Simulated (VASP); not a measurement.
# PbI2 (P-3m1) in VASP: further runs, part 2 of 2

VASP 6.6.1. Earlier steps stand in the parts before.

## Step 3: Relaxation of cell and atoms, PBE

File INCAR:

```
SYSTEM = PbI2
PREC     = Accurate       ! precision mode
ENCUT    = 500            ! plane-wave cutoff, eV
EDIFF    = 1E-7           ! SCF threshold, eV
ISMEAR   = 0              ! smearing method
SIGMA    = 0.02           ! smearing width, eV
LREAL    = .False.        ! projectors in reciprocal space
LASPH    = .True.         ! aspherical terms in the spheres
NELM     = 120            ! most SCF steps
ALGO     = Normal         ! electronic algorithm
ISIF     = 3              ! what is computed and relaxed
LWAVE    = .False.        ! write WAVECAR
LCHARG   = .False.        ! write CHGCAR
GGA      = PE             ! functional
IBRION   = 2              ! ionic algorithm
NSW      = 100            ! ionic steps
EDIFFG   = -0.005         ! ionic threshold
GGA_COMPAT= .False.      
NELMIN   = 4
```

File KPOINTS:

```
Automatic mesh
0
Gamma
  6 6 4
  0 0 0
```

File POSCAR:

```
PbI2
1.0
    4.6785476450      0.0000000000      0.0000000000
   -2.3392738225      4.0517411134      0.0000000000
    0.0000000000      0.0000000000      7.6903754129
Pb I
1 2
Direct
    0.0000000000      0.0000000000      0.0000000000
    0.3333333333      0.6666666667      0.2412822946
    0.6666666667      0.3333333333      0.7587177054
```

Potentials or basis: VASP PAW PBE potentials, release 64 (Pb_d, I).

Run with:

```sh
$ cat potpaw_PBE.64/Pb_d/POTCAR potpaw_PBE.64/I/POTCAR > POTCAR
$ mpirun -np 1 vasp_std > vasp.out
```

OUTCAR:

```text
SYSTEM = PbI2
   PREC = Accurate
   ENCUT = 500
   EDIFF = 1E-7
   ISMEAR = 0
   LREAL = .False.
   LASPH = .True.
   NELM = 120
   ISIF = 3
   GGA = PE
   IBRION = 2
   NSW = 100
   EDIFFG = -0.005
   NELMIN = 4

 ion  position               nearest neighbor table
   1  0.000  0.000  0.000-   2 3.28   3 3.28   3 3.28   2 3.28   3 3.28   2 3.28
   2  0.333  0.667  0.241-   1 3.28   1 3.28   1 3.28
   3  0.667  0.333  0.759-   1 3.28   1 3.28   1 3.28

  LATTYP: Found a hexagonal cell.
 ALAT       =     4.6785476450
 C/A-ratio  =     1.6437527191

  Lattice vectors:

 A1 = (   4.6785476450,   0.0000000000,   0.0000000000)
 A2 = (  -2.3392738225,   4.0517411134,   0.0000000000)
 A3 = (   0.0000000000,   0.0000000000,   7.6903754129)

Analysis of symmetry for initial positions (statically):
=====================================================================
 Subroutine PRICEL returns:
 Original cell was already a primitive cell.

 Routine SETGRP: Setting up the symmetry group for a
 hexagonal supercell.

 Subroutine GETGRP returns: Found 12 space group operations
 (whereof 12 operations were pure point group operations)
 out of a pool of 24 trial point group operations.

The static configuration has the point symmetry D_3d.

Analysis of symmetry for dynamics (positions and initial velocities):
=====================================================================
 Subroutine PRICEL returns:
 Original cell was already a primitive cell.

 Routine SETGRP: Setting up the symmetry group for a
 hexagonal supercell.

 Subroutine GETGRP returns: Found 12 space group operations
 (whereof 12 operations were pure point group operations)
 out of a pool of 24 trial point group operations.

The dynamic configuration has the point symmetry D_3d.

 Subroutine INISYM returns: Found 12 space group operations
 (whereof 12 operations are pure point group operations),
 and found     1 'primitive' translations

----------------------------------------------------------------------------------------

                                     Primitive cell

  volume of cell :     145.7808

  direct lattice vectors                    reciprocal lattice vectors
     4.678547645  0.000000000  0.000000000     0.213741545  0.123403738  0.000000000
    -2.339273823  4.051741113  0.000000000     0.000000000  0.246807477  0.000000000
     0.000000000  0.000000000  7.690375413     0.000000000  0.000000000  0.130032664

  length of vectors
     4.678547645  4.678547645  7.690375413     0.246807477  0.246807477  0.130032664

  position of ions in fractional coordinates (direct lattice)
     0.000000000  0.000000000  0.000000000
     0.333333333  0.666666667  0.241282295
     0.666666667  0.333333333  0.758717705

  ion indices of the primitive-cell ions
   primitive index   ion index
                 1           1
                 2           2
                 3           3

----------------------------------------------------------------------------------------

 KPOINTS: Automatic mesh

Automatic generation of k-mesh.
 Grid dimensions read from file:
 generate k-points for:    6    6    4

 Generating k-lattice:

  Cartesian coordinates                     Fractional coordinates (reciprocal lattice)
     0.035623591  0.020567290  0.000000000     0.166666667  0.000000000  0.000000000
     0.000000000  0.041134579  0.000000000     0.000000000  0.166666667  0.000000000
     0.000000000  0.000000000  0.032508166     0.000000000  0.000000000  0.250000000

  Length of vectors
     0.041134579  0.041134579  0.032508166

  Shift w.r.t. Gamma in fractional coordinates (k-lattice)
     0.000000000  0.000000000  0.000000000

 Subroutine IBZKPT returns following result:
 ===========================================

 Found     24 irreducible k-points:

 Following reciprocal coordinates:
            Coordinates               Weight
  0.000000  0.000000  0.000000      1.000000
  0.166667 -0.000000  0.000000      6.000000
  0.333333 -0.000000  0.000000      6.000000
  0.500000 -0.000000  0.000000      3.000000
  0.166667  0.166667  0.000000      6.000000
  0.333333  0.166667  0.000000     12.000000
[... 16 lines left out ...]
  0.333333  0.166667  0.500000     12.000000
  0.333333  0.333333  0.500000      2.000000
   k-points           NKPTS =     24   k-points in BZ     NKDIM =     24   number of bands    NBANDS=     18
   number of dos      NEDOS =    301   number of ions     NIONS =      3
   total plane-waves  NPLWV =  72576
   dimension x,y,z NGX =    36 NGY =   36 NGZ =   56
   dimension x,y,z NGXF=    72 NGYF=   72 NGZF=  112
   ions per type =               1   2
   NGX,Y,Z   is equivalent  to a cutoff of  12.79, 12.79, 12.11 a.u.
   NGXF,Y,Z  is equivalent  to a cutoff of  25.58, 25.58, 24.21 a.u.
 SYSTEM =  PbI2
   PREC   = accura    normal or accurate (medium, high low for compatibility)
   ISTART =      0    job   : 0-new  1-cont  2-samecut
   ICHARG =      2    charge: 1-file 2-atom 10-const
   ISPIN  =      1    spin polarized calculation?
   LNONCOLLINEAR =      F non collinear calculations
   LSORBIT =      F    spin-orbit coupling
   LASPH  =      T    aspherical Exc in radial PAW
   ENCUT  =  500.0 eV  36.75 Ry    6.06 a.u.   8.53  8.53 14.02*2*pi/ulx,y,z
   NELM   =    120;   NELMIN=  4; NELMDL= -5     # of ELM steps
   EDIFF  = 0.1E-06   stopping-criterion for ELM
   LREAL  =      F    real-space projection
   EDIFFG = -.5E-02   stopping-criterion for IOM
   NSW    =    100    number of steps for IOM
   IBRION =      2    ionic relax: 0-MD 1-quasi-New 2-CG
   NFREE  =      1    steps in history (QN), initial steepest desc. (CG)
   ISIF   =      3    stress and relaxation
   ISYM   =      2    0-nonsym 1-usesym 2-fastsym
   POTIM  = 0.5000    time-step for ionic-motion
   TEBEG  =    0.0;   TEEND  =   0.0 temperature during run
   PSTRESS=    0.0 pullay stress
   NELECT =      28.0000    total number of electrons
   NUPDOWN=      -1.0000    fix difference up-down
   EMIN   =  10.00;   EMAX   =-10.00  energy-range for DOS
   EFERMI =   0.00;   METHOD = LEGACY
   ISMEAR =     0;   SIGMA  =   0.02  broadening in eV -4-tet -1-fermi 0-gaus
   EFERMI_NEDOS =   21; number of points for ismear=-14 and -15
   IALGO  =     38    algorithm
   IMIX   =      4    mixing-type and parameters
     AMIX     =   0.40;   BMIX     =  1.00
     AMIX_MAG =   1.60;   BMIX_MAG =  1.00
  volume/ion in A,a.u.               =      48.59       327.93
  Fermi-wavevector in a.u.,A,eV,Ry     =   0.944555  1.784951 12.138911  0.892185
  Thomas-Fermi vector in A             =   2.072371
   LORBIT       =      0    0 simple, 1 ext, 2 COOP (PROOUT), +10 PAW based schemes
   GGA     = PE    functional components
   LHFCALC =     F    Hartree Fock is set to
   AEXX    =    0.0000 exact exchange contribution
   IVDW    =     0    specifies the selected vdW correction
   LEPSILON=     F    determine dielectric tensor
   LRPA    =     F    only Hartree local field effects (RPA)
 conjugate gradient relaxation of ions
 non-spin polarized calculation
 Gauss-broadening in eV      SIGMA  =   0.02
  energy-cutoff  :      500.00
  volume of cell :      145.78
 maximum number of plane-waves:      3730
 NGX is ok and might be reduce to    36
   NGX = 17   NGY = 17   NGZ = 29

--------------------------------------- Ionic step        1  -------------------------------------------

 number of electron      27.9999993 magnetization

 Free energy of the ion-electron system (eV)
  ---------------------------------------------------
  ext. energy  EPLUGINS =         0.00000000
  ---------------------------------------------------
  free energy    TOTEN  =        -8.62112687 eV

  energy without entropy =       -8.62112687  energy(sigma->0) =       -8.62112687

------------------------ aborting loop because EDIFF is reached ----------------------------------------

  FORCE on cell =-STRESS in cart. coord.  units (eV):
  Direction    XX          YY          ZZ          XY          YZ          ZX
  --------------------------------------------------------------------------------------
  -------------------------------------------------------------------------------------
  Total       -0.0106841     -0.0106841      0.0265329     -0.0000000      0.0000000      0.0000000
  in kB       -0.1174215     -0.1174215      0.2916051     -0.0000000      0.0000000      0.0000000
  external PRESSURE =       0.0189207 kB  Pullay stress =       0.0000000 kB
[... 59 lines left out ...]
  energy  without entropy=       -8.6211414568  energy(sigma->0) =       -8.62114146

--------------------------------------- Ionic step        3  -------------------------------------------

 number of electron      27.9999993 magnetization

 Free energy of the ion-electron system (eV)
  ---------------------------------------------------
  ext. energy  EPLUGINS =         0.00000000
  ---------------------------------------------------
  free energy    TOTEN  =        -8.62117317 eV

  energy without entropy =       -8.62117317  energy(sigma->0) =       -8.62117317

 E-fermi :   1.2582     XC(G=0):  -7.4055

 val. band max:        1.1373595403   @ k =   0.1667  -0.0000   0.2500
 cond. band min:       3.5623602522   @ k =   0.0000   0.0000   0.5000
 fundamental gap:      2.4250007119
 Fermi energy:         1.2581802733

 k-point     1 :       0.0000    0.0000    0.0000
  band No.  band energies     occupation
      1     -14.7788      2.00000
      2     -14.7788      2.00000
      3     -14.7736      2.00000
      4     -14.7651      2.00000
      5     -14.7651      2.00000
      6     -10.4936      2.00000
[... 10 lines left out ...]
     17       4.5925      0.00000
     18       7.2474      0.00000
[... 511 lines left out ...]
  FREE ENERGIE OF THE ION-ELECTRON SYSTEM (eV)
  ---------------------------------------------------
  free  energy   TOTEN  =        -8.6211731652 eV

  energy  without entropy=       -8.6211731652  energy(sigma->0) =       -8.62117317

 reached required accuracy - stopping structural energy minimisation
```

It took 98 s on 1 thread of AMD EPYC 7R43 (Zen 3), shared host; peak memory 0.25 GiB.

What came out:

| Item | Value |
| --- | --- |
| Free energy | -8.6212 eV |
| Relaxed volume | 48.61 Å³/atom |
| Relaxed cell | a = 4.675 Å, b = 4.675 Å, c = 7.704 Å, α = 90.00°, β = 90.00°, γ = 120.00° |
| Space group after relaxing (to 0.05 Å) | P-3m1 (No. 164) |
| Energy gained by relaxing | 0.0 meV/atom |
| Ionic steps | 3 |
| Pressure after relaxing | 0.0 GPa |
| Largest force after relaxing | 0.005 eV/Å |
| Band gap on the k mesh | 2.42 eV, indirect (least direct gap 2.51 eV) |

Forces in eV/Å, atoms in the order of the input:
```
Pb   0.000  0.000  0.000
I    0.000  0.000 -0.005
I    0.000  0.000  0.005
```

Final structure:
```cif
data_structure
_symmetry_space_group_name_H-M 'P 1'
_symmetry_Int_Tables_number 1
_cell_length_a 4.6753
_cell_length_b 4.6753
_cell_length_c 7.7035
_cell_angle_alpha 90.000
_cell_angle_beta 90.000
_cell_angle_gamma 120.000
_cell_volume 145.83
loop_
_atom_site_label
_atom_site_type_symbol
_atom_site_fract_x
_atom_site_fract_y
_atom_site_fract_z
_atom_site_occupancy
Pb1 Pb 0.00000 0.00000 0.00000 1
I1 I 0.33333 0.66667 0.24127 1
I2 I 0.66667 0.33333 0.75873 1
```

Caveat: spin-orbit coupling is left out, which moves the levels of the heavy elements; this functional lacks dispersion, which binds the layers, so the pressure and a relaxed spacing across them are unreliable. PBE gaps usually lie below the measured ones, often by a third to a half.
